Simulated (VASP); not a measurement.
# Cu (P6_3/mmc) in VASP: notebook

Aim: see how the results for Cu move with the level of theory and the settings. Levels: PBEsol, PBE. Tasks: relaxation of cell and atoms, single point.

Everything below comes from runs of VASP 6.6.1. Logs are shortened: lines on timing, memory, paths and dates and some standing lists are left out, and cuts for length are marked.

## Step 1: The cell of the first run

It takes space group P6_3/mmc (No. 194, hexagonal). The conventional cell has a = 2.531 Å, b = 2.531 Å, c = 8.262 Å, α = 90.00°, β = 90.00°, γ = 120.00°. Within 3.3 Å of Cu (site symmetry -6m2) lie 12 Cu at 2.53 Å. Within 3.3 Å of Cu (site symmetry -3m) lie 12 Cu at 2.53 Å.

## Step 2: Relaxation of cell and atoms, PBEsol, target pressure 30 GPa, at which the enthalpy is minimised

File INCAR:

```
  ALGO = Normal
  EDIFF = 1E-7
  EDIFFG = -0.01
  ENCUT = 600
  GGA = PS
  GGA_COMPAT = F
  IBRION = 2
  ISIF = 3
  ISMEAR = -1
  LASPH = T
  LCHARG = F
  LREAL = F
  LWAVE = F
  NELM = 120
  NELMIN = 4
  NSW = 80
  PREC = Accurate
  PSTRESS = 300.0
  SIGMA = 0.05
```

File KPOINTS:

```
k-points
0
Gamma
  12 12 4
```

File POSCAR:

```
Cu
1.0
    2.5307640267      0.0000000000      0.0000000000
   -1.2653820134      2.1917059381      0.0000000000
    0.0000000000      0.0000000000      8.2618150800
Cu
4
Direct
    0.6666666667      0.3333333333      0.7500000000
    0.0000000000      0.0000000000      0.5000000000
    0.3333333333      0.6666666667      0.2500000000
    0.0000000000      0.0000000000      0.0000000000
```

Potentials or basis: VASP PAW PBE potentials, release 64 (Cu).

Command:

```sh
cat potpaw_PBE.64/Cu/POTCAR > POTCAR
mpirun -np 1 vasp_std > vasp.out
```

OUTCAR:

```text
EDIFF = 1E-7
   EDIFFG = -0.01
   ENCUT = 600
   GGA = PS
   IBRION = 2
   ISIF = 3
   ISMEAR = -1
   LASPH = T
   LREAL = F
   NELM = 120
   NELMIN = 4
   NSW = 80
   PREC = Accurate
   PSTRESS = 300.0

 ion  position               nearest neighbor table
   1  0.667  0.333  0.750-   2 2.53   4 2.53   2 2.53   4 2.53   2 2.53   4 2.53
   2  0.000  0.000  0.500-   1 2.53   3 2.53   1 2.53   3 2.53   1 2.53   3 2.53
   3  0.333  0.667  0.250-   2 2.53   4 2.53   2 2.53   4 2.53   2 2.53   4 2.53
   4  0.000  0.000  0.000-   1 2.53   3 2.53   1 2.53   3 2.53   1 2.53   3 2.53

  LATTYP: Found a hexagonal cell.
 ALAT       =     2.5307640267
 C/A-ratio  =     3.2645537051

  Lattice vectors:

 A1 = (   2.5307640267,   0.0000000000,   0.0000000000)
 A2 = (  -1.2653820134,   2.1917059381,   0.0000000000)
 A3 = (   0.0000000000,   0.0000000000,   8.2618150800)

Analysis of symmetry for initial positions (statically):
=====================================================================
 Subroutine PRICEL returns:
 Original cell was already a primitive cell.

 Routine SETGRP: Setting up the symmetry group for a
 hexagonal supercell.

 Subroutine GETGRP returns: Found 24 space group operations
 (whereof 12 operations were pure point group operations)
 out of a pool of 24 trial point group operations.

The static configuration has the point symmetry D_3d.
 The point group associated with its full space group is D_6h.

Analysis of symmetry for dynamics (positions and initial velocities):
=====================================================================
 Subroutine PRICEL returns:
 Original cell was already a primitive cell.

 Routine SETGRP: Setting up the symmetry group for a
 hexagonal supercell.

 Subroutine GETGRP returns: Found 24 space group operations
 (whereof 12 operations were pure point group operations)
 out of a pool of 24 trial point group operations.

The dynamic configuration has the point symmetry D_3d.
 The point group associated with its full space group is D_6h.

 Subroutine INISYM returns: Found 24 space group operations
 (whereof 12 operations are pure point group operations),
 and found     1 'primitive' translations

----------------------------------------------------------------------------------------

                                     Primitive cell

  volume of cell :      45.8257

  direct lattice vectors                    reciprocal lattice vectors
     2.530764027  0.000000000  0.000000000     0.395137591  0.228132794  0.000000000
    -1.265382013  2.191705938  0.000000000     0.000000000  0.456265589  0.000000000
     0.000000000  0.000000000  8.261815080     0.000000000  0.000000000  0.121038778

  length of vectors
     2.530764027  2.530764027  8.261815080     0.456265589  0.456265589  0.121038778

  position of ions in fractional coordinates (direct lattice)
     0.666666667  0.333333333  0.750000000
     0.000000000  0.000000000  0.500000000
     0.333333333  0.666666667  0.250000000
     0.000000000  0.000000000  0.000000000

  ion indices of the primitive-cell ions
   primitive index   ion index
                 1           1
                 2           2
                 3           3
                 4           4

----------------------------------------------------------------------------------------

 KPOINTS: k-points

Automatic generation of k-mesh.
 Grid dimensions read from file:
 generate k-points for:   12   12    4

 Generating k-lattice:

  Cartesian coordinates                     Fractional coordinates (reciprocal lattice)
     0.032928133  0.019011066  0.000000000     0.083333333  0.000000000  0.000000000
     0.000000000  0.038022132  0.000000000     0.000000000  0.083333333  0.000000000
     0.000000000  0.000000000  0.030259694     0.000000000  0.000000000  0.250000000

  Length of vectors
     0.038022132  0.038022132  0.030259694

  Shift w.r.t. Gamma in fractional coordinates (k-lattice)
     0.000000000  0.000000000  0.000000000

 Subroutine IBZKPT returns following result:
 ===========================================

 Found     57 irreducible k-points:

 Following reciprocal coordinates:
            Coordinates               Weight
  0.000000  0.000000  0.000000      1.000000
  0.083333 -0.000000  0.000000      6.000000
  0.166667 -0.000000  0.000000      6.000000
  0.250000 -0.000000  0.000000      6.000000
  0.333333  0.000000  0.000000      6.000000
  0.416667  0.000000  0.000000      6.000000
[... 16 lines left out ...]
  0.250000 -0.000000  0.250000     12.000000
  0.333333  0.000000  0.250000     12.000000
 [... further k-points ...]
   k-points           NKPTS =     57   k-points in BZ     NKDIM =     57   number of bands    NBANDS=     26
   number of dos      NEDOS =    301   number of ions     NIONS =      4
   total plane-waves  NPLWV =  28000
   dimension x,y,z NGX =    20 NGY =   20 NGZ =   70
   dimension x,y,z NGXF=    40 NGYF=   40 NGZF=  140
   ions per type =               4
   NGX,Y,Z   is equivalent  to a cutoff of  13.14, 13.14, 14.09 a.u.
   NGXF,Y,Z  is equivalent  to a cutoff of  26.28, 26.28, 28.17 a.u.
 SYSTEM =  unknown system
   PREC   = accura    normal or accurate (medium, high low for compatibility)
   ISTART =      0    job   : 0-new  1-cont  2-samecut
   ICHARG =      2    charge: 1-file 2-atom 10-const
   ISPIN  =      1    spin polarized calculation?
   LNONCOLLINEAR =      F non collinear calculations
   LSORBIT =      F    spin-orbit coupling
   LASPH  =      T    aspherical Exc in radial PAW
   ENCUT  =  600.0 eV  44.10 Ry    6.64 a.u.   5.05  5.05 16.50*2*pi/ulx,y,z
   NELM   =    120;   NELMIN=  4; NELMDL= -5     # of ELM steps
   EDIFF  = 0.1E-06   stopping-criterion for ELM
   LREAL  =      F    real-space projection
   EDIFFG = -.1E-01   stopping-criterion for IOM
   NSW    =     80    number of steps for IOM
   IBRION =      2    ionic relax: 0-MD 1-quasi-New 2-CG
   NFREE  =      1    steps in history (QN), initial steepest desc. (CG)
   ISIF   =      3    stress and relaxation
   ISYM   =      2    0-nonsym 1-usesym 2-fastsym
   POTIM  = 0.5000    time-step for ionic-motion
   TEBEG  =    0.0;   TEEND  =   0.0 temperature during run
   PSTRESS=  300.0 pullay stress
   NELECT =      44.0000    total number of electrons
   NUPDOWN=      -1.0000    fix difference up-down
   EMIN   =  10.00;   EMAX   =-10.00  energy-range for DOS
   EFERMI =   0.00;   METHOD = LEGACY
   ISMEAR =    -1;   SIGMA  =   0.05  broadening in eV -4-tet -1-fermi 0-gaus
   EFERMI_NEDOS =   21; number of points for ismear=-14 and -15
   IALGO  =     38    algorithm
   IMIX   =      4    mixing-type and parameters
     AMIX     =   0.40;   BMIX     =  1.00
     AMIX_MAG =   1.60;   BMIX_MAG =  1.00
  volume/ion in A,a.u.               =      11.46        77.31
  Fermi-wavevector in a.u.,A,eV,Ry     =   1.615062  3.052025 35.489789  2.608426
  Thomas-Fermi vector in A             =   2.709870
   LORBIT       =      0    0 simple, 1 ext, 2 COOP (PROOUT), +10 PAW based schemes
   GGA     = PS    functional components
   LHFCALC =     F    Hartree Fock is set to
   AEXX    =    0.0000 exact exchange contribution
   IVDW    =     0    specifies the selected vdW correction
   LEPSILON=     F    determine dielectric tensor
   LRPA    =     F    only Hartree local field effects (RPA)
 conjugate gradient relaxation of ions
 non-spin polarized calculation
  energy-cutoff  :      600.00
  volume of cell :       45.83
 maximum number of plane-waves:      1551
   NGX = 11   NGY = 11   NGZ = 33

--------------------------------------- Ionic step        1  -------------------------------------------

 number of electron      44.0000004 magnetization

 Free energy of the ion-electron system (eV)
  ---------------------------------------------------
  ext. energy  EPLUGINS =         0.00000000
  ---------------------------------------------------
  free energy    TOTEN  =       -17.21019894 eV

  energy without entropy =      -17.19714289  energy(sigma->0) =      -17.20367091

------------------------ aborting loop because EDIFF is reached ----------------------------------------

  FORCE on cell =-STRESS in cart. coord.  units (eV):
  Direction    XX          YY          ZZ          XY          YZ          ZX
  --------------------------------------------------------------------------------------
  -------------------------------------------------------------------------------------
  Total       -0.2657096     -0.2657096     -0.4137258      0.0000000      0.0000000     -0.0000000
  in kB       -9.2898450     -9.2898450    -14.4648449      0.0000000      0.0000000     -0.0000000
  external PRESSURE =    -311.0148449 kB  Pullay stress =     300.0000000 kB
[... 25 lines left out ...]
  enthalpy is  TOTEN    =        -8.6295510817 eV   P V=        8.5806478595

--------------------------------------- Ionic step        2  -------------------------------------------

 number of electron      44.0000004 magnetization

 E-fermi :  13.0716     XC(G=0): -15.2314

 val. band max:       13.0638954622   @ k =   0.5000  -0.0000   0.2500
 cond. band min:      13.1401691222   @ k =   0.2500   0.2500   0.5000
 fundamental gap:      0.0762736600
 Fermi energy:        13.0715817059

 k-point     1 :       0.0000    0.0000    0.0000
  band No.  band energies     occupation
      1       0.3996      2.00000
      2       3.0985      2.00000
      3       3.1073      2.00000
      4       5.2967      2.00000
      5       8.0516      2.00000
      6       8.0623      2.00000
[... 685 lines left out ...]
     25      21.4921      0.00000
     26      23.0854      0.00000

 [... further k-points ...]
[... 5 lines left out ...]
  --------------------------------------------------------------------------------------
  -------------------------------------------------------------------------------------
  Total       25.4518505     25.4518505     25.5080732     -0.0000000      0.0000000      0.0000000
  in kB     1250.7974826   1250.7974826   1253.5604714     -0.0000000      0.0000000      0.0000000
  external PRESSURE =     951.7184789 kB  Pullay stress =     300.0000000 kB
[... 265 lines left out ...]
  enthalpy is  TOTEN    =        -9.2822698837 eV   P V=        7.4695438404

--------------------------------------- Ionic step        9  -------------------------------------------

 number of electron      43.9999986 magnetization

 Free energy of the ion-electron system (eV)
  ---------------------------------------------------
  ext. energy  EPLUGINS =         0.00000000
  ---------------------------------------------------
  free energy    TOTEN  =       -16.75069309 eV

  energy without entropy =      -16.73801174  energy(sigma->0) =      -16.74435242

 E-fermi :   9.6348     XC(G=0): -13.9276

 val. band max:        9.5905524542   @ k =   0.3333   0.1667   0.5000
 cond. band min:       9.6379395041   @ k =   0.2500   0.2500   0.5000
 fundamental gap:      0.0473870499
 Fermi energy:         9.6348070269

 k-point     1 :       0.0000    0.0000    0.0000
  band No.  band energies     occupation
      1      -1.0726      2.00000
      2       1.2964      2.00000
      3       1.3138      2.00000
      4       3.5436      2.00000
      5       5.7467      2.00000
      6       5.7487      2.00000
[... 685 lines left out ...]
     25      17.0121      0.00000
     26      18.1636      0.00000

 [... further k-points ...]
[... 5 lines left out ...]
  --------------------------------------------------------------------------------------
  -------------------------------------------------------------------------------------
  Total        7.4565282      7.4565282      7.4399553     -0.0000000     -0.0000000      0.0000000
  in kB      299.5232820    299.5232820    298.8575592     -0.0000000     -0.0000000      0.0000000
  external PRESSURE =      -0.6986256 kB  Pullay stress =     300.0000000 kB
[... 19 lines left out ...]
  FREE ENERGIE OF THE ION-ELECTRON SYSTEM (eV)
  ---------------------------------------------------
  free  energy   TOTEN  =       -16.7506930944 eV

  energy  without entropy=      -16.7380117424  energy(sigma->0) =      -16.74435242

  enthalpy is  TOTEN    =        -9.2822971260 eV   P V=        7.4683959685

 reached required accuracy - stopping structural energy minimisation
```

Run time: 7 min. Hardware: 1 thread of AMD EPYC 9R45 (Zen 5), shared host; peak memory 0.18 GiB.

Results:

```
Free energy                                            : -16.7507 eV
Relaxed volume                                         : 9.97 Å³/atom
Relaxed cell                                           : a = 2.418 Å, b = 2.418 Å, c = 7.877 Å, α = 90.00°, β = 90.00°, γ = 120.00°
Space group after relaxing (to 0.05 Å)                 : P6_3/mmc (No. 194)
Energy change on relaxing (the enthalpy is what falls) : +114.9 meV/atom
Ionic steps                                            : 9
Pressure after relaxing                                : 29.9 GPa
Band gap on the k mesh                                 : zero (band 22 reaches 13.36 eV, above the bottom of band 23 at 7.69 eV)
```

The path:
| step | energy change (eV) | largest force (eV/Å) | pressure (GPa) | volume (Å³) |
| --- | --- | --- | --- | --- |
| 1 | 0.0000 | 0.0000 | -1.10 | 45.83 |
| 2 | 3.6221 | 0.0000 | 125.17 | 32.60 |
| 3 | 0.4076 | 0.0000 | 27.60 | 40.17 |
| 4 | 0.4514 | 0.0000 | 29.65 | 39.93 |
| 5 | 0.4725 | 0.0000 | 30.48 | 39.82 |
| 6 | 0.4440 | 0.0000 | 29.31 | 39.97 |
| 7 | 0.4590 | 0.0000 | 29.97 | 39.89 |
| 8 | 0.4584 | 0.0000 | 29.94 | 39.89 |
| 9 | 0.4595 | 0.0000 | 29.93 | 39.89 |

Final structure:
```yaml
crystal:
  lattice:
    - [2.41806, 0.00000, 0.00000]
    - [-1.20903, 2.09410, 0.00000]
    - [0.00000, 0.00000, 7.87681]
  atoms:
    - { symbol: Cu, position: [0.66667, 0.33333, 0.75000] }
    - { symbol: Cu, position: [0.00000, 0.00000, 0.50000] }
    - { symbol: Cu, position: [0.33333, 0.66667, 0.25000] }
    - { symbol: Cu, position: [0.00000, 0.00000, 0.00000] }
```

Levels at points of the mesh, in eV from the Fermi level:
| k point | band 18 | band 19 | band 20 | band 21 | band 22 | band 23 | band 24 | band 25 | band 26 |
| --- | --- | --- | --- | --- | --- | --- | --- | --- | --- |
| (0.00, 0.00, 0.00) | -2.37 | -2.37 | -2.16 | -2.16 | -1.79 | -1.79 | -1.48 | 4.77 | 14.05 |
| (0.50, 0.00, 0.00) | -1.62 | -1.61 | -1.59 | -0.96 | 0.17 | 1.17 | 1.79 | 5.56 | 5.58 |
| (0.00, 0.00, 0.50) | -2.53 | -2.53 | -2.53 | -1.94 | -1.94 | -1.94 | -1.94 | 8.04 | 8.04 |
| (0.50, 0.00, 0.50) | -1.73 | -1.62 | -1.62 | 0.01 | 0.01 | 1.52 | 1.52 | 6.00 | 6.00 |

Caveat: the cell is relaxed towards a set pressure, so the enthalpy falls and the energy may rise; the PAW data sets were made with another functional, which shifts forces and pressure a little.

## Step 3: Single point, PBE

This run uses another cell than the first one, of 11.00 Å³/atom, 0.960 times its volume.

File INCAR:

```
PREC = Accurate
ENCUT = 700
EDIFF = 1E-6
ISMEAR = -1
SIGMA = 0.05
LREAL = False
LASPH = True
NELM = 120
ALGO = Normal
ISIF = 2
LWAVE = False
LCHARG = False
GGA = PE
NBANDS = 46
GGA_COMPAT = False
```

File KPOINTS:

```
regular mesh
0
Gamma
  12 12 4
```

File POSCAR:

```
Cu
1.0
    2.4965603200      0.0000000000      0.0000000000
   -1.2482801600      2.1620846592      0.0000000000
    0.0000000000      0.0000000000      8.1501552425
Cu
4
Direct
    0.6666666667      0.3333333333      0.7500000000
    0.0000000000      0.0000000000      0.5000000000
    0.3333333333      0.6666666667      0.2500000000
    0.0000000000      0.0000000000      0.0000000000
```

Potentials or basis: VASP PAW PBE potentials, release 64 (Cu_sv_GW).

Command:

```sh
cat potpaw_PBE.64/Cu_sv_GW/POTCAR > POTCAR
mpirun -np 1 vasp_std > vasp.out
```

Run time: 2.7 min. Hardware: 1 thread of AMD EPYC 9R45 (Zen 5), shared host; peak memory 0.26 GiB.

Results (log left out):

```yaml
Free_energy: -14.9918 eV
Pressure: 9.2 GPa
Band_gap_on_the_k_mesh: zero (band 38 reaches 11.98 eV, above the bottom of band 39 at 6.67 eV)
```

Stress tensor (GPa, compression positive):
```
9.35 0.00 0.00
0.00 9.35 0.00
0.00 0.00 8.84
```

Levels at points of the mesh, in eV from the Fermi level:
| k point | band 35 | band 36 | band 37 | band 38 | band 39 | band 40 | band 41 | band 42 |
| --- | --- | --- | --- | --- | --- | --- | --- | --- |
| (0.00, 0.00, 0.00) | -2.13 | -1.95 | -1.95 | -1.63 | -1.63 | -1.20 | 4.20 | 13.11 |
| (0.50, 0.00, 0.00) | -1.48 | -1.46 | -0.73 | 0.33 | 1.09 | 1.67 | 5.01 | 5.03 |
| (0.00, 0.00, 0.50) | -2.27 | -2.27 | -1.76 | -1.76 | -1.76 | -1.76 | 7.37 | 7.37 |
| (0.50, 0.00, 0.50) | -1.49 | -1.49 | 0.07 | 0.07 | 1.45 | 1.45 | 5.49 | 5.49 |
